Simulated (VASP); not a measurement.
# SnO2 in VASP: notebook

Runs on SnO2. Level: PBE+D3(BJ). Tasks: single point.

Program: VASP 6.6.1. These are calculated values, not measurements. Logs are shortened: lines on timing, memory, paths and dates and some standing lists are left out, and cuts for length are marked.

## Step 1: The cell of the first run

The structure is trigonal, space group R-3m (No. 166). Conventional cell: a = 3.238 Å, b = 3.238 Å, c = 12.879 Å, α = 90.00°, β = 90.00°, γ = 120.00°. Sn (site symmetry -3m) has 6 O at 2.12 Å within 2.8 Å. O (site symmetry 3m) has 3 Sn at 2.12 Å and 3 O at 2.72 Å within 2.8 Å.

## Step 2: Single point, PBE+D3(BJ)

Input file INCAR:

```
SYSTEM = SnO2
PREC = Accurate ; ENCUT = 520
EDIFF = 1E-6 ; ISMEAR = 0
SIGMA = 0.02 ; LREAL = Auto
LASPH = .TRUE. ; NELM = 100
ALGO = Normal ; ISIF = 2
LWAVE = .FALSE. ; LCHARG = .FALSE.
GGA = PE ; IVDW = 12
ISYM = 0 ; NBANDS = 122
```

Input file KPOINTS:

```
Automatic mesh
0
Gamma
  3 3 2
  0 0 0.5
```

Input file POSCAR:

```
SnO2
1.0
   -6.4750747600      0.0000000000      0.0000000000
   -3.2375373800      5.6075792336      0.0000000000
   -3.2375373800      1.8691930778     -8.5860472696
Sn O
8 16
Direct
    0.9323930596      0.9323930596      0.2028208211
    0.4323930596      0.4323930596      0.7028208211
    0.9323931823      0.4323949152      0.7028187203
    0.4323931823      0.9323949152      0.2028187203
    0.9323931823      0.9323931823      0.7028187203
    0.4323931823      0.4323931823      0.2028187203
    0.4323949152      0.9323931823      0.7028187203
    0.9323949152      0.4323931823      0.2028187203
    0.0605854056      0.5605874446      0.8182397052
    0.5605854056      0.0605874446      0.3182397052
    0.5605874446      0.5605874446      0.8182397052
    0.0605874446      0.0605874446      0.3182397052
    0.5605874446      0.0605854056      0.8182397052
    0.0605874446      0.5605854056      0.3182397052
    0.8042008893      0.8042008893      0.5873973322
    0.3042008893      0.3042008893      0.0873973322
    0.5605872454      0.5605872454      0.3182382637
    0.0605872454      0.0605872454      0.8182382637
    0.8042009475      0.3041983361      0.0873997688
    0.3042009475      0.8041983361      0.5873997688
    0.8042009475      0.8042009475      0.0873997688
    0.3042009475      0.3042009475      0.5873997688
    0.3041983361      0.8042009475      0.0873997688
    0.8041983361      0.3042009475      0.5873997688
```

Potentials or basis: VASP PAW PBE potentials, release 64 (Sn_d, O).

Started as:

```bash
cat potpaw_PBE.64/Sn_d/POTCAR potpaw_PBE.64/O/POTCAR > POTCAR
mpirun -np 1 vasp_std > vasp.out
```

OUTCAR:

```text
SYSTEM = SnO2
   PREC = Accurate
   ENCUT = 520
   EDIFF = 1E-6
   ISMEAR = 0
   LREAL = Auto
   LASPH = .TRUE.
   NELM = 100
   ISIF = 2
   GGA = PE
   IVDW = 12
   ISYM = 0
 IVDW          = 12

 ion  position               nearest neighbor table
   1  0.932  0.932  0.203-  23 2.12  21 2.12  19 2.12  10 2.12  14 2.12  12 2.12   4 3.24   8 3.24
                             6 3.24   6 3.24   4 3.24   8 3.24
   2  0.432  0.432  0.703-  24 2.12  22 2.12  20 2.12   9 2.12  13 2.12  11 2.12   3 3.24   7 3.24
                             5 3.24   5 3.24   3 3.24   7 3.24
   3  0.932  0.432  0.703-   9 2.12  11 2.12  15 2.12  22 2.12  24 2.12  18 2.12   5 3.24   7 3.24
                             2 3.24   2 3.24   5 3.24   7 3.24
   4  0.432  0.932  0.203-  10 2.12  12 2.12  16 2.12  21 2.12  23 2.12  17 2.12   6 3.24   8 3.24
                             1 3.24   1 3.24   6 3.24   8 3.24
   5  0.932  0.932  0.703-  13 2.12   9 2.12  15 2.12  20 2.12  24 2.12  18 2.12   7 3.24   3 3.24
                             2 3.24   2 3.24   7 3.24   3 3.24
   6  0.432  0.432  0.203-  14 2.12  10 2.12  16 2.12  19 2.12  23 2.12  17 2.12   8 3.24   4 3.24
                             1 3.24   1 3.24   8 3.24   4 3.24
   7  0.432  0.932  0.703-  13 2.12  11 2.12  15 2.12  22 2.12  20 2.12  18 2.12   5 3.24   3 3.24
                             2 3.24   2 3.24   5 3.24   3 3.24
   8  0.932  0.432  0.203-  14 2.12  12 2.12  16 2.12  21 2.12  19 2.12  17 2.12   6 3.24   4 3.24
                             1 3.24   1 3.24   6 3.24   4 3.24
   9  0.061  0.561  0.818-   3 2.12   5 2.12   2 2.12
  10  0.561  0.061  0.318-   4 2.12   6 2.12   1 2.12
  11  0.561  0.561  0.818-   3 2.12   7 2.12   2 2.12
  12  0.061  0.061  0.318-   4 2.12   8 2.12   1 2.12
  13  0.561  0.061  0.818-   7 2.12   5 2.12   2 2.12
  14  0.061  0.561  0.318-   8 2.12   6 2.12   1 2.12
[... 8 lines left out ...]
  23  0.304  0.804  0.087-   1 2.12   6 2.12   4 2.12
  24  0.804  0.304  0.587-   2 2.12   5 2.12   3 2.12

IMPORTANT INFORMATION: All symmetrisations will be switched off!
NOSYMM: (Re-)initialisation of all symmetry stuff for point group C_1.

----------------------------------------------------------------------------------------

                                     Primitive cell

  volume of cell :     311.7550

  direct lattice vectors                    reciprocal lattice vectors
    -6.475074760  0.000000000  0.000000000    -0.154438371 -0.089165035  0.038822676
    -3.237537380  5.607579234  0.000000000     0.000000000  0.178330070  0.038822676
    -3.237537380  1.869193078 -8.586047270     0.000000000  0.000000000 -0.116468029

  length of vectors
     6.475074760  6.475074760  9.364600299     0.182507025  0.182507025  0.116468029

  position of ions in fractional coordinates (direct lattice)
     0.932393060  0.932393060  0.202820821
     0.432393060  0.432393060  0.702820821
     0.932393182  0.432394915  0.702818720
     0.432393182  0.932394915  0.202818720
     0.932393182  0.932393182  0.702818720
     0.432393182  0.432393182  0.202818720
[... 16 lines left out ...]
     0.304198336  0.804200947  0.087399769
     0.804198336  0.304200947  0.587399769

  ion indices of the primitive-cell ions
   primitive index   ion index
                 1           1
                 2           2
                 3           3
                 4           4
                 5           5
                 6           6
[... 16 lines left out ...]
                23          23
                24          24

----------------------------------------------------------------------------------------

 KPOINTS: Automatic mesh

Automatic generation of k-mesh.
 Grid dimensions read from file:
 generate k-points for:    3    3    2

 Generating k-lattice:

  Cartesian coordinates                     Fractional coordinates (reciprocal lattice)
    -0.051479457 -0.029721678  0.012940892     0.333333333  0.000000000  0.000000000
     0.000000000  0.059443357  0.012940892     0.000000000  0.333333333 -0.000000000
     0.000000000  0.000000000 -0.058234014     0.000000000  0.000000000  0.500000000

  Length of vectors
     0.060835675  0.060835675  0.058234014

  Shift w.r.t. Gamma in fractional coordinates (k-lattice)
     0.000000000  0.000000000  0.500000000

 -----------------------------------------------------------------------------
|                                                                             |
|           W    W    AA    RRRRR   N    N  II  N    N   GGGG   !!!           |
|           W    W   A  A   R    R  NN   N  II  NN   N  G    G  !!!           |
|           W    W  A    A  R    R  N N  N  II  N N  N  G       !!!           |
|           W WW W  AAAAAA  RRRRR   N  N N  II  N  N N  G  GGG   !            |
|           WW  WW  A    A  R   R   N   NN  II  N   NN  G    G                |
|           W    W  A    A  R    R  N    N  II  N    N   GGGG   !!!           |
|                                                                             |
|     Your reciprocal lattice and k-lattice belong to different lattice       |
|     classes:                                                                |
|                                                                             |
|        The reciprocal lattice is rhombohedral (trigonal),                   |
|        whereas your k-lattice is base-centered monoclinic.                  |
|                                                                             |
|     Results are often still useful ...                                      |
|                                                                             |
 -----------------------------------------------------------------------------

 WARNING: IBZKPT: internal override: KBLOWUP is changed to .FALSE.
      ... skipping the blow-up phase ...

 Subroutine IBZKPT returns following result:
 ===========================================

 Found      9 irreducible k-points:

 Following reciprocal coordinates:
            Coordinates               Weight
  0.000000  0.000000  0.250000      2.000000
  0.333333  0.000000  0.250000      2.000000
 -0.333333  0.000000  0.250000      2.000000
  0.000000  0.333333  0.250000      2.000000
  0.333333  0.333333  0.250000      2.000000
 -0.333333  0.333333  0.250000      2.000000
  0.000000 -0.333333  0.250000      2.000000
  0.333333 -0.333333  0.250000      2.000000
 -0.333333 -0.333333  0.250000      2.000000
   k-points           NKPTS =      9   k-points in BZ     NKDIM =      9   number of bands    NBANDS=    122
   number of dos      NEDOS =    301   number of ions     NIONS =     24
   total plane-waves  NPLWV = 161280
   dimension x,y,z NGX =    48 NGY =   48 NGZ =   70
   dimension x,y,z NGXF=    96 NGYF=   96 NGZF=  140
   ions per type =               8  16
   NGX,Y,Z   is equivalent  to a cutoff of  12.32, 12.32, 12.43 a.u.
   NGXF,Y,Z  is equivalent  to a cutoff of  24.65, 24.65, 24.85 a.u.
 SYSTEM =  SnO2
   PREC   = accura    normal or accurate (medium, high low for compatibility)
   ISTART =      0    job   : 0-new  1-cont  2-samecut
   ICHARG =      2    charge: 1-file 2-atom 10-const
   ISPIN  =      1    spin polarized calculation?
   LNONCOLLINEAR =      F non collinear calculations
   LSORBIT =      F    spin-orbit coupling
   LASPH  =      T    aspherical Exc in radial PAW
   ENCUT  =  520.0 eV  38.22 Ry    6.18 a.u.  12.04 12.04 17.41*2*pi/ulx,y,z
   NELM   =    100;   NELMIN=  2; NELMDL= -5     # of ELM steps
   EDIFF  = 0.1E-05   stopping-criterion for ELM
   LREAL  =      T    real-space projection
   EDIFFG = 0.1E-04   stopping-criterion for IOM
   NSW    =      0    number of steps for IOM
   IBRION =     -1    ionic relax: 0-MD 1-quasi-New 2-CG
   NFREE  =      0    steps in history (QN), initial steepest desc. (CG)
   ISIF   =      2    stress and relaxation
   ISYM   =      0    0-nonsym 1-usesym 2-fastsym
   POTIM  = 0.5000    time-step for ionic-motion
   TEBEG  =    0.0;   TEEND  =   0.0 temperature during run
   PSTRESS=    0.0 pullay stress
   NELECT =     208.0000    total number of electrons
   NUPDOWN=      -1.0000    fix difference up-down
   EMIN   =  10.00;   EMAX   =-10.00  energy-range for DOS
   EFERMI =   0.00;   METHOD = LEGACY
   ISMEAR =     0;   SIGMA  =   0.02  broadening in eV -4-tet -1-fermi 0-gaus
   EFERMI_NEDOS =   21; number of points for ismear=-14 and -15
   IALGO  =     38    algorithm
   IMIX   =      4    mixing-type and parameters
     AMIX     =   0.40;   BMIX     =  1.00
     AMIX_MAG =   1.60;   BMIX_MAG =  1.00
  volume/ion in A,a.u.               =      12.99        87.66
  Fermi-wavevector in a.u.,A,eV,Ry     =   1.430512  2.703275 27.842473  2.046364
  Thomas-Fermi vector in A             =   2.550349
   LORBIT       =      0    0 simple, 1 ext, 2 COOP (PROOUT), +10 PAW based schemes
   GGA     = PE    functional components
   LHFCALC =     F    Hartree Fock is set to
   AEXX    =    0.0000 exact exchange contribution
   IVDW    =    12    specifies the selected vdW correction
   LEPSILON=     F    determine dielectric tensor
   LRPA    =     F    only Hartree local field effects (RPA)
 non-spin polarized calculation
 Gauss-broadening in eV      SIGMA  =   0.02
  energy-cutoff  :      520.00
  volume of cell :      311.76
 maximum number of plane-waves:      8407
   NGX = 25   NGY = 25   NGZ = 35

 number of electron     208.0000017 magnetization

 Free energy of the ion-electron system (eV)
  ---------------------------------------------------
  ext. energy  EPLUGINS =         0.00000000
  ---------------------------------------------------
  free energy    TOTEN  =      -145.34721982 eV

  energy without entropy =     -145.34721982  energy(sigma->0) =     -145.34721982

 E-fermi :   4.9741     XC(G=0): -10.7284

 val. band max:        4.8245297147   @ k =   0.3333   0.0000   0.2500
 cond. band min:       6.8275996373   @ k =   0.0000   0.0000   0.2500
 fundamental gap:      2.0030699226
 Fermi energy:         4.9741005555

 k-point     1 :       0.0000    0.0000    0.2500
  band No.  band energies     occupation
      1     -15.9510      2.00000
      2     -15.9510      2.00000
      3     -15.9510      2.00000
      4     -15.9474      2.00000
      5     -15.9473      2.00000
      6     -15.9473      2.00000
[... 108 lines left out ...]
    115      11.7358      0.00000
    116      11.7359      0.00000
[... 950 lines left out ...]
    115      11.6133      0.00000
    116      12.5152      0.00000
 [bands above 116 left out]

------------------------ aborting loop because EDIFF is reached ----------------------------------------

 Edisp (eV)   -4.82187

 E8    (eV) :    -1.9170

  FORCE on cell =-STRESS in cart. coord.  units (eV):
  Direction    XX          YY          ZZ          XY          YZ          ZX
  --------------------------------------------------------------------------------------
  -------------------------------------------------------------------------------------
  Total       1.64246     1.60107     0.14570    -0.03599     0.02028    -0.03509
  in kB       8.44094     8.22826     0.74880    -0.18497     0.10425    -0.18033
  external pressure =        5.81 kB  Pullay stress =        0.00 kB

 VOLUME and BASIS-vectors are now :
 -----------------------------------------------------------------------------
  energy-cutoff  :      520.00
  volume of cell :      311.76
      direct lattice vectors                 reciprocal lattice vectors
    -6.475074760  0.000000000  0.000000000    -0.154438371 -0.089165035  0.038822676
    -3.237537380  5.607579234  0.000000000     0.000000000  0.178330070  0.038822676
    -3.237537380  1.869193078 -8.586047270     0.000000000  0.000000000 -0.116468029

 POSITION                                       TOTAL-FORCE (eV/Angst)
 -----------------------------------------------------------------------------------
     -9.71261      5.60758     -1.74143        -0.000778      0.000431     -0.001790
     -6.47507      3.73839     -6.03445        -0.000743      0.000457     -0.001854
     -9.71261      3.73839     -6.03443        -0.000786      0.000204     -0.001921
     -6.47507      5.60759     -1.74141        -0.000755      0.000163     -0.001862
    -11.33138      6.54217     -6.03443        -0.000982      0.000542     -0.001911
     -4.85630      2.80379     -1.74141        -0.000991      0.000593     -0.001859
[... 16 lines left out ...]
     -4.85630      4.67299     -0.75042         0.000677     -0.000460      0.049963
     -8.09383      2.80379     -5.04344         0.000674     -0.000451      0.050053
 -----------------------------------------------------------------------------------
    total drift:                               -0.017001      0.009816      0.001790

  FREE ENERGIE OF THE ION-ELECTRON SYSTEM (eV)
  ---------------------------------------------------
  free  energy   TOTEN  =      -150.1690915963 eV

  energy  without entropy=     -150.1690915963  energy(sigma->0) =     -150.16909160
```

Wall time 6 min (1 thread of Intel Xeon Platinum 8488C (Sapphire Rapids), shared host); peak memory 0.51 GiB.

What came out:

- Free energy: -150.1691 eV
- Pressure: 0.6 GPa
- Largest force: 0.050 eV/Å
- Band gap on the k mesh: 2.00 eV
- Dispersion energy per atom: -0.201 eV

Forces on the atoms (eV/Å):
```
Sn  -0.001  0.000 -0.002
Sn  -0.001  0.000 -0.002
Sn  -0.001  0.000 -0.002
Sn  -0.001  0.000 -0.002
Sn  -0.001  0.001 -0.002
Sn  -0.001  0.001 -0.002
Sn  -0.001  0.001 -0.002
Sn  -0.001  0.001 -0.002
O    0.000  0.000 -0.048
O    0.000  0.000 -0.048
O    0.000  0.000 -0.048
O    0.000  0.000 -0.048
O    0.000  0.000 -0.048
O    0.000  0.000 -0.048
O    0.001  0.000  0.050
O    0.001  0.000  0.050
O    0.000  0.000 -0.048
O    0.000  0.000 -0.048
O    0.001  0.000  0.050
O    0.001  0.000  0.050
O    0.001  0.000  0.050
O    0.001  0.000  0.050
O    0.001  0.000  0.050
O    0.001  0.000  0.050
```

Levels at points of the mesh, in eV from the valence-band top:
```csv
k point,band 102,band 103,band 104,band 105,band 106,band 107
"(0.00, 0.00, 0.25)",-0.16,-0.16,-0.16,2.00,3.29,4.89
```

Caveat: spin-orbit coupling is left out, which moves the levels of the heavy elements; a shifted mesh leaves out Γ, where band edges can lie.

[end of part 1 of 2]
